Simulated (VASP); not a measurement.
**SiC: single point with PBE**

Crystal: SiC.

```
Si C
1.0
     5.21728    0.00000    0.00000
     0.00000    8.20283    0.00000
     0.00000    0.00000    2.93418
Si C
6 6
Direct
  0.59089 0.64495 0.50000
  0.40911 0.35505 0.50000
  0.00000 0.50000 0.00000
  0.09089 0.85505 0.50000
  0.90911 0.14495 0.50000
  0.50000 0.00000 0.00000
  0.05505 0.34636 0.50000
  0.94495 0.65364 0.50000
  0.50000 0.50000 0.00000
  0.55505 0.15364 0.50000
  0.44495 0.84636 0.50000
  0.00000 0.00000 0.00000
```

* Program: VASP 6.6.1
* Task: single point
* Functional: PBE
* Potentials or basis: VASP PAW PBE potentials, release 64 (Si, C)
* Cutoff: 520 eV
* k mesh: 4 × 2 × 6
* Occupations: gaussian, width 0.1 eV
* Spin: collinear spin, ferromagnetic start
* Starting moments: [0.0, 0.0, 0.0, 0.0, 0.0, 0.0, 1.0, 1.0, 1.0, 1.0, 1.0, 1.0] μB
* Dipole correction: no
* Further INCAR settings: ALGO = Normal; EDIFF = 1e-07; NBANDS = 40

* Pressure: 0.0 GPa
* Largest force: 0.011 eV/Å
* Band gap on the k mesh: zero (filled and empty bands overlap)
* Net moment: 0.00 μB per cell
* Valence electrons inside the program's atomic spheres: Si 1.63, 1.51; C 2.55, 2.47

Forces in eV/Å, atoms in the order of the input:
```
Si  -0.001 -0.011  0.000
Si   0.001  0.011  0.000
Si   0.000  0.000  0.000
Si  -0.001  0.011  0.000
Si   0.001 -0.011  0.000
Si   0.000  0.000  0.000
C    0.001 -0.005  0.000
C   -0.001  0.005  0.000
C    0.000  0.000  0.000
C    0.001  0.005  0.000
C   -0.001 -0.005  0.000
C    0.000  0.000  0.000
```

Levels at points of the mesh, in eV from the Fermi level:
Spin up:
```
           k point  band 20  band 21  band 22  band 23  band 24  band 25  band 26  band 27  band 28  band 29
(0.00, 0.00, 0.00)    -1.42    -1.30    -1.02    -0.73     0.00     1.86     2.25     3.83     3.99     4.27
(0.50, 0.00, 0.00)    -1.87    -1.27    -1.27    -0.34    -0.34     1.68     1.68     2.76     2.76     4.02
(0.00, 0.50, 0.00)    -1.45    -1.18    -1.18    -0.38    -0.38     2.17     2.17     4.06     4.06     4.61
(0.50, 0.50, 0.00)    -2.53    -1.97    -1.97    -0.21    -0.21     1.20     1.20     2.83     2.83     4.26
(0.00, 0.00, 0.50)    -3.07    -3.05    -2.88    -2.22    -1.90    -0.25     0.86     2.40     2.86     3.07
(0.50, 0.00, 0.50)    -3.42    -1.66    -1.66    -1.62    -1.62     0.93     0.93     1.83     1.83     2.51
(0.00, 0.50, 0.50)    -3.60    -3.52    -3.52    -1.37    -1.37     1.35     1.35     1.98     1.98     3.07
(0.50, 0.50, 0.50)    -3.48    -1.50    -1.50    -1.33    -1.33     1.03     1.03     2.22     2.22     2.82
```
Spin down:
```tsv
k point	band 22	band 23	band 24	band 25	band 26	band 27
(0.00, 0.00, 0.00)	-1.02	-0.73	0.00	1.86	2.25	3.83
(0.50, 0.00, 0.00)	-1.27	-0.34	-0.34	1.68	1.68	2.76
(0.00, 0.50, 0.00)	-1.18	-0.38	-0.38	2.17	2.17	4.06
(0.50, 0.50, 0.00)	-1.97	-0.21	-0.21	1.20	1.20	2.83
(0.00, 0.00, 0.50)	-2.88	-2.22	-1.90	-0.25	0.86	2.40
(0.50, 0.00, 0.50)	-1.66	-1.62	-1.62	0.93	0.93	1.83
(0.00, 0.50, 0.50)	-3.52	-1.37	-1.37	1.35	1.35	1.98
(0.50, 0.50, 0.50)	-1.50	-1.33	-1.33	1.03	1.03	2.22
```

It took 7.6 min on 1 thread of Oxide Virtual Turin-like Processor (shared host), peak memory 0.33 GiB.

Caveat: the k points lie up to 0.38 Å⁻¹ apart.
